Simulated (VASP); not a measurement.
Write the native input for VASP 6.6.1 that does the following.

* Task: single point
* Functional: PBEsol
* Potentials or basis: VASP PAW PBE potentials, release 64 (Nb_sv)
* Cutoff: 500 eV
* k mesh: 20 × 20 × 20
* Occupations: gaussian, width 0.15 eV
* Spin: no spin polarisation
* Dipole correction: no
* Further INCAR settings: ALGO = Normal; EDIFF = 1e-06; NBANDS = 12

The structure of Nb lies in POSCAR:

```
Nb
1.0
    0.0000000000      2.1150000000      2.1150000000
    2.0092500000      0.0000000000      2.1150000000
    2.0092500000      2.1150000000      0.0000000000
Nb
1
Direct
    0.0000000000      0.0000000000      0.0000000000
```

This cell differs from its parent crystal: strain -0.0500 x Voigt [1, 0, 0, 0, 0, 0].

These files were run (other wordings do the same):

INCAR

```
SYSTEM = Nb
ALGO = Normal ; EDIFF = 1E-6
ENCUT = 500 ; GGA = PS
GGA_COMPAT = .FALSE. ; ISIF = 2
ISMEAR = 0 ; LASPH = .TRUE.
LCHARG = .FALSE. ; LREAL = .FALSE.
LWAVE = .FALSE. ; NBANDS = 12
NELM = 120 ; PREC = Accurate
SIGMA = 0.15
```

KPOINTS

```
k-points
0
G
  20 20 20
  0 0 0
```

Potentials or basis: VASP PAW PBE potentials, release 64 (Nb_sv).

The run is started by

```sh
$ cat potpaw_PBE.64/Nb_sv/POTCAR > POTCAR
$ mpirun -np 1 vasp_std > vasp.out
```

It gave:

The pressure is 0.7 GPa and the band gap on the k mesh is zero (an odd number of electrons rules out a gap without spin polarisation).

Caveat: the cell differs from its parent crystal (strain -0.0500 x Voigt [1, 0, 0, 0, 0, 0]); the PAW data sets were made with another functional, which shifts forces and pressure a little.

Wall time 2.4 min on 1 thread of Intel Xeon 8259CL, with other jobs on the host, peak memory 0.25 GiB.
